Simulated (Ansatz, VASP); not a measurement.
# One calculation of TaRu, two programs

```
CELL_PARAMETERS angstrom
3.05634 0.00000 0.00000
0.00000 3.05634 0.00000
0.00000 0.00000 3.42260
ATOMIC_POSITIONS crystal
Ta 0.50000 0.50000 0.50000
Ru 0.00000 0.00000 0.00000
```

Alike in both runs: task relaxation of cell and atoms; functional LDA; k mesh 14 × 14 × 12; occupations gaussian, width 0.1 eV; no spin polarisation.

|  | VASP | Ansatz |
| --- | --- | --- |
| version | VASP 6.6.1 | Ansatz 0.2.0 |
| potentials or method | VASP PAW LDA potentials, release 64 (Ta_sv_GW, Ru_sv), cutoff 600 eV | scalar-relativistic, plane waves, PAW |
| valence electrons in the cell | 29 | 29 |

Ansatz gave:

```
gap on the k mesh at the Fermi level, each at its own relaxed structure (eV) : none
relaxed volume (Å³/atom)                                                     : 15.17
relaxed cell length with the largest relative difference (Å)                 : 3.002
```

Q: Which values does VASP return?

A: gap on the k mesh at the Fermi level, each at its own relaxed structure (eV): none; relaxed volume (Å³/atom): 15.20; relaxed cell length with the largest relative difference (Å): 3.004.

LDA's correlation is that of Perdew and Zunger in VASP and of Perdew and Wang (1992) in Ansatz. A gap of «none» marks a metal or a gap that the smearing closes.

Neither program's run includes spin-orbit coupling.
